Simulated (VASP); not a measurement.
# SnO2 (P4_2/mnm) in VASP: single point with PBEsol

Aim: the single point of SnO2 with PBEsol.

All numbers are computed with VASP 6.6.1; they aren't measurements. Logs are shortened: lines on timing, memory, paths and dates and some standing lists are left out, and cuts for length are marked.

## (1) The cell of the first run

Symmetry: P4_2/mnm, No. 136, tetragonal system. The conventional cell has a = 4.769 Å, b = 4.769 Å, c = 3.211 Å, α = 90.00°, β = 90.00°, γ = 90.00°. Within 2.7 Å of Sn (site symmetry mmm) lie 6 O at 2.07 Å. Within 2.7 Å of O (site symmetry m2m) lie 3 Sn at 2.07 Å and 1 O at 2.61 Å.

## (2) Single point, PBEsol

Input file INCAR:

```
PREC = Accurate ; ENCUT = 520
EDIFF = 1E-7 ; ISMEAR = 0
SIGMA = 0.05 ; LREAL = F
LASPH = T ; NELM = 100
ALGO = Normal ; ISIF = 2
LWAVE = F ; LCHARG = F
GGA = PS ; NBANDS = 35
```

Input file KPOINTS:

```
Automatic mesh
0
Gamma
  6 6 8
```

Input file POSCAR:

```
SnO2
1.0
    4.7687243422      0.0000000000      0.0000000000
    0.0000000000      4.7687243422      0.0000000000
    0.0000000000      0.0000000000      3.2113691866
Sn O
2 4
Direct
    0.0000000000      0.0000000000      0.0000000000
    0.5000000000      0.5000000000      0.5000000000
    0.3062980674      0.3062980674      0.0000000000
    0.1937019326      0.8062980674      0.5000000000
    0.6937019326      0.6937019326      0.0000000000
    0.8062980674      0.1937019326      0.5000000000
```

Potentials or basis: VASP PAW PBE potentials, release 64 (Sn_d, O).

Run with:

```sh
$ cat potpaw_PBE.64/Sn_d/POTCAR potpaw_PBE.64/O/POTCAR > POTCAR
$ mpirun -np 1 vasp_std > vasp.out
```

OUTCAR:

```text
PREC = Accurate
   ENCUT = 520
   EDIFF = 1E-7
   ISMEAR = 0
   LREAL = F
   LASPH = T
   NELM = 100
   ISIF = 2
   GGA = PS

 ion  position               nearest neighbor table
   1  0.000  0.000  0.000-   3 2.07   5 2.07   4 2.07   6 2.07   4 2.07   6 2.07   2 3.73   2 3.73
                             2 3.73   2 3.73   2 3.73   2 3.73   2 3.73   2 3.73
   2  0.500  0.500  0.500-   4 2.07   6 2.07   5 2.07   3 2.07   3 2.07   5 2.07   1 3.73   1 3.73
                             1 3.73   1 3.73   1 3.73   1 3.73   1 3.73   1 3.73
   3  0.306  0.306  0.000-   1 2.07   2 2.07   2 2.07
   4  0.194  0.806  0.500-   2 2.07   1 2.07   1 2.07
   5  0.694  0.694  0.000-   1 2.07   2 2.07   2 2.07
   6  0.806  0.194  0.500-   2 2.07   1 2.07   1 2.07

  LATTYP: Found a simple tetragonal cell.
 ALAT       =     4.7687243422
 C/A-ratio  =     0.6734231120

  Lattice vectors:

 A1 = (   4.7687243422,   0.0000000000,   0.0000000000)
 A2 = (   0.0000000000,   4.7687243422,   0.0000000000)
 A3 = (   0.0000000000,   0.0000000000,   3.2113691866)

Analysis of symmetry for initial positions (statically):
=====================================================================
 Subroutine PRICEL returns:
 Original cell was already a primitive cell.

 Routine SETGRP: Setting up the symmetry group for a
 simple tetragonal supercell.

 Subroutine GETGRP returns: Found 16 space group operations
 (whereof  8 operations were pure point group operations)
 out of a pool of 16 trial point group operations.

The static configuration has the point symmetry D_2h.
 The point group associated with its full space group is D_4h.

Analysis of symmetry for dynamics (positions and initial velocities):
=====================================================================
 Subroutine PRICEL returns:
 Original cell was already a primitive cell.

 Routine SETGRP: Setting up the symmetry group for a
 simple tetragonal supercell.

 Subroutine GETGRP returns: Found 16 space group operations
 (whereof  8 operations were pure point group operations)
 out of a pool of 16 trial point group operations.

The dynamic configuration has the point symmetry D_2h.
 The point group associated with its full space group is D_4h.

 Subroutine INISYM returns: Found 16 space group operations
 (whereof  8 operations are pure point group operations),
 and found     1 'primitive' translations

----------------------------------------------------------------------------------------

                                     Primitive cell

  volume of cell :      73.0289

  direct lattice vectors                    reciprocal lattice vectors
     4.768724342  0.000000000  0.000000000     0.209699687  0.000000000  0.000000000
     0.000000000  4.768724342  0.000000000     0.000000000  0.209699687  0.000000000
     0.000000000  0.000000000  3.211369187     0.000000000  0.000000000  0.311393659

  length of vectors
     4.768724342  4.768724342  3.211369187     0.209699687  0.209699687  0.311393659

  position of ions in fractional coordinates (direct lattice)
     0.000000000  0.000000000  0.000000000
     0.500000000  0.500000000  0.500000000
     0.306298067  0.306298067  0.000000000
     0.193701933  0.806298067  0.500000000
     0.693701933  0.693701933  0.000000000
     0.806298067  0.193701933  0.500000000

  ion indices of the primitive-cell ions
   primitive index   ion index
                 1           1
                 2           2
                 3           3
                 4           4
                 5           5
                 6           6

----------------------------------------------------------------------------------------

 KPOINTS: Automatic mesh

Automatic generation of k-mesh.
 Grid dimensions read from file:
 generate k-points for:    6    6    8

 Generating k-lattice:

  Cartesian coordinates                     Fractional coordinates (reciprocal lattice)
     0.034949948  0.000000000  0.000000000     0.166666667  0.000000000  0.000000000
     0.000000000  0.034949948  0.000000000     0.000000000  0.166666667  0.000000000
     0.000000000  0.000000000  0.038924207     0.000000000  0.000000000  0.125000000

  Length of vectors
     0.034949948  0.034949948  0.038924207

  Shift w.r.t. Gamma in fractional coordinates (k-lattice)
     0.000000000  0.000000000  0.000000000

 Subroutine IBZKPT returns following result:
 ===========================================

 Found     50 irreducible k-points:

 Following reciprocal coordinates:
            Coordinates               Weight
  0.000000  0.000000  0.000000      1.000000
  0.166667  0.000000  0.000000      4.000000
  0.333333  0.000000  0.000000      4.000000
  0.500000  0.000000  0.000000      2.000000
  0.166667  0.166667  0.000000      4.000000
  0.333333  0.166667  0.000000      8.000000
[... 16 lines left out ...]
  0.333333  0.000000  0.250000      8.000000
  0.500000  0.000000  0.250000      4.000000
 [... further k-points ...]
   k-points           NKPTS =     50   k-points in BZ     NKDIM =     50   number of bands    NBANDS=     35
   number of dos      NEDOS =    301   number of ions     NIONS =      6
   total plane-waves  NPLWV =  31104
   dimension x,y,z NGX =    36 NGY =   36 NGZ =   24
   dimension x,y,z NGXF=    72 NGYF=   72 NGZF=   48
   ions per type =               2   4
   NGX,Y,Z   is equivalent  to a cutoff of  12.55, 12.55, 12.42 a.u.
   NGXF,Y,Z  is equivalent  to a cutoff of  25.10, 25.10, 24.85 a.u.
 SYSTEM =  unknown system
   PREC   = accura    normal or accurate (medium, high low for compatibility)
   ISTART =      0    job   : 0-new  1-cont  2-samecut
   ICHARG =      2    charge: 1-file 2-atom 10-const
   ISPIN  =      1    spin polarized calculation?
   LNONCOLLINEAR =      F non collinear calculations
   LSORBIT =      F    spin-orbit coupling
   LASPH  =      T    aspherical Exc in radial PAW
   ENCUT  =  520.0 eV  38.22 Ry    6.18 a.u.   8.87  8.87  5.97*2*pi/ulx,y,z
   NELM   =    100;   NELMIN=  2; NELMDL= -5     # of ELM steps
   EDIFF  = 0.1E-06   stopping-criterion for ELM
   LREAL  =      F    real-space projection
   EDIFFG = 0.1E-05   stopping-criterion for IOM
   NSW    =      0    number of steps for IOM
   IBRION =     -1    ionic relax: 0-MD 1-quasi-New 2-CG
   NFREE  =      0    steps in history (QN), initial steepest desc. (CG)
   ISIF   =      2    stress and relaxation
   ISYM   =      2    0-nonsym 1-usesym 2-fastsym
   POTIM  = 0.5000    time-step for ionic-motion
   TEBEG  =    0.0;   TEEND  =   0.0 temperature during run
   PSTRESS=    0.0 pullay stress
   NELECT =      52.0000    total number of electrons
   NUPDOWN=      -1.0000    fix difference up-down
   EMIN   =  10.00;   EMAX   =-10.00  energy-range for DOS
   EFERMI =   0.00;   METHOD = LEGACY
   ISMEAR =     0;   SIGMA  =   0.05  broadening in eV -4-tet -1-fermi 0-gaus
   EFERMI_NEDOS =   21; number of points for ismear=-14 and -15
   IALGO  =     38    algorithm
   IMIX   =      4    mixing-type and parameters
     AMIX     =   0.40;   BMIX     =  1.00
     AMIX_MAG =   1.60;   BMIX_MAG =  1.00
  volume/ion in A,a.u.               =      12.17        82.14
  Fermi-wavevector in a.u.,A,eV,Ry     =   1.461878  2.762548 29.076828  2.137087
  Thomas-Fermi vector in A             =   2.578157
   LORBIT       =      0    0 simple, 1 ext, 2 COOP (PROOUT), +10 PAW based schemes
   GGA     = PS    functional components
   LHFCALC =     F    Hartree Fock is set to
   AEXX    =    0.0000 exact exchange contribution
   IVDW    =     0    specifies the selected vdW correction
   LEPSILON=     F    determine dielectric tensor
   LRPA    =     F    only Hartree local field effects (RPA)
 non-spin polarized calculation
 Gauss-broadening in eV      SIGMA  =   0.05
  energy-cutoff  :      520.00
  volume of cell :       73.03
 maximum number of plane-waves:      1994
 NGX is ok and might be reduce to    36
   NGX = 17   NGY = 17   NGZ = 11

 number of electron      52.0000008 magnetization

 Free energy of the ion-electron system (eV)
  ---------------------------------------------------
  ext. energy  EPLUGINS =         0.00000000
  ---------------------------------------------------
  free energy    TOTEN  =       -39.66975849 eV

  energy without entropy =      -39.66975849  energy(sigma->0) =      -39.66975849

 E-fermi :   6.0461     XC(G=0): -11.4272

 val. band max:        5.7801485429   @ k =   0.0000   0.0000   0.0000
 cond. band min:       6.6988997442   @ k =   0.0000   0.0000   0.0000
 fundamental gap:      0.9187512013
 Fermi energy:         6.0461310218

 k-point     1 :       0.0000    0.0000    0.0000
  band No.  band energies     occupation
      1     -15.2237      2.00000
      2     -14.4740      2.00000
      3     -14.2290      2.00000
      4     -14.2039      2.00000
      5     -14.2039      2.00000
      6     -14.1345      2.00000
[... 27 lines left out ...]
     34      17.5484      0.00000
     35      18.0907      0.00000

 k-point     2 :       0.1667    0.0000    0.0000
  band No.  band energies     occupation
      1     -15.1824      2.00000
      2     -14.5208      2.00000
      3     -14.2287      2.00000
      4     -14.2022      2.00000
      5     -14.2021      2.00000
      6     -14.1691      2.00000
[... 27 lines left out ...]
     34      17.5670      0.00000
     35      18.0618      0.00000

 k-point     3 :       0.3333    0.0000    0.0000
  band No.  band energies     occupation
      1     -15.0626      2.00000
      2     -14.6736      2.00000
      3     -14.2278      2.00000
      4     -14.2107      2.00000
      5     -14.1985      2.00000
      6     -14.1983      2.00000
[... 27 lines left out ...]
     34      17.7356      0.00000
     35      18.0165      0.00000
[... 723 lines left out ...]
 k-point    23 :       0.3333    0.0000    0.2500
  band No.  band energies     occupation
      1     -14.9534      2.00000
      2     -14.8129      2.00000
      3     -14.4906      2.00000
      4     -14.2775      2.00000
      5     -14.1228      2.00000
      6     -14.1167      2.00000
[... 27 lines left out ...]
     34      17.6922      0.00000
     35      17.9741      0.00000

 k-point    24 :       0.5000    0.0000    0.2500
  band No.  band energies     occupation
      1     -14.9037      2.00000
      2     -14.9037      2.00000
      3     -14.3707      2.00000
      4     -14.3707      2.00000
      5     -14.1178      2.00000
      6     -14.1178      2.00000
[... 27 lines left out ...]
     34      17.9024      0.00000
     35      18.0591      0.00000

 [... further k-points ...]
[... 5 lines left out ...]
  --------------------------------------------------------------------------------------
  -------------------------------------------------------------------------------------
  Total        0.2793338      0.2793338      0.4473468      0.0000000      0.0000000      0.0000000
  in kB        6.1282904      6.1282904      9.8143216      0.0000000      0.0000000      0.0000000
  external PRESSURE =       7.3569675 kB  Pullay stress =       0.0000000 kB

 VOLUME and BASIS-vectors are now :
 -----------------------------------------------------------------------------
  energy-cutoff  :      520.00
  volume of cell :       73.03
      direct lattice vectors                 reciprocal lattice vectors
     4.768724342  0.000000000  0.000000000     0.209699687  0.000000000  0.000000000
     0.000000000  4.768724342  0.000000000     0.000000000  0.209699687  0.000000000
     0.000000000  0.000000000  3.211369187     0.000000000  0.000000000  0.311393659

 POSITION                                       TOTAL-FORCE (eV/Angst)
 -----------------------------------------------------------------------------------
      0.00000      0.00000      0.00000        -0.000000      0.000000      0.000000
      2.38436      2.38436      1.60568        -0.000000      0.000000      0.000000
      1.46065      1.46065      0.00000        -0.014257     -0.014257      0.000000
      0.92371      3.84501      1.60568         0.014257     -0.014257      0.000000
      3.30807      3.30807      0.00000         0.014257      0.014257     -0.000000
      3.84501      0.92371      1.60568        -0.014257      0.014257     -0.000000
 -----------------------------------------------------------------------------------
    total drift:                                0.000000      0.000000      0.000000

  FREE ENERGIE OF THE ION-ELECTRON SYSTEM (eV)
  ---------------------------------------------------
  free  energy   TOTEN  =       -39.6697584876 eV

  energy  without entropy=      -39.6697584876  energy(sigma->0) =      -39.66975849
```

Wall time 2.6 min (1 thread of Intel Xeon 8259CL, shared host); peak memory 0.24 GiB.

Results:

```yaml
Free_energy: -39.6698 eV
Pressure: 0.7 GPa
Largest_force: 0.020 eV/Å
Band_gap_on_the_k_mesh: 0.92 eV
```

Forces on the atoms (eV/Å):
```
Sn   0.000  0.000  0.000
Sn   0.000  0.000  0.000
O   -0.014 -0.014  0.000
O    0.014 -0.014  0.000
O    0.014  0.014  0.000
O   -0.014  0.014  0.000
```

Stress tensor (GPa, compression positive):
```
0.61 0.00 0.00
0.00 0.61 0.00
0.00 0.00 0.98
```

Levels at points of the mesh, in eV from the valence-band top:
| k point | band 23 | band 24 | band 25 | band 26 | band 27 | band 28 | band 29 | band 30 |
| --- | --- | --- | --- | --- | --- | --- | --- | --- |
| (0.00, 0.00, 0.00) | -1.27 | -0.78 | -0.78 | 0.00 | 0.92 | 5.85 | 6.04 | 6.04 |
| (0.50, 0.00, 0.00) | -1.22 | -1.22 | -0.63 | -0.63 | 4.13 | 4.13 | 6.80 | 6.80 |
| (0.50, 0.50, 0.00) | -1.35 | -1.35 | -0.89 | -0.89 | 4.54 | 4.54 | 7.23 | 7.23 |
| (0.00, 0.00, 0.50) | -1.65 | -1.65 | -1.25 | -1.25 | 5.87 | 5.87 | 9.44 | 9.44 |
| (0.50, 0.00, 0.50) | -1.09 | -1.09 | -0.73 | -0.73 | 6.15 | 6.15 | 7.73 | 7.73 |
| (0.50, 0.50, 0.50) | -0.96 | -0.96 | -0.82 | -0.82 | 4.55 | 4.55 | 8.61 | 8.61 |

Caveat: the PAW data sets were made with another functional, which shifts forces and pressure a little; spin-orbit coupling is left out, which moves the levels of the heavy elements.
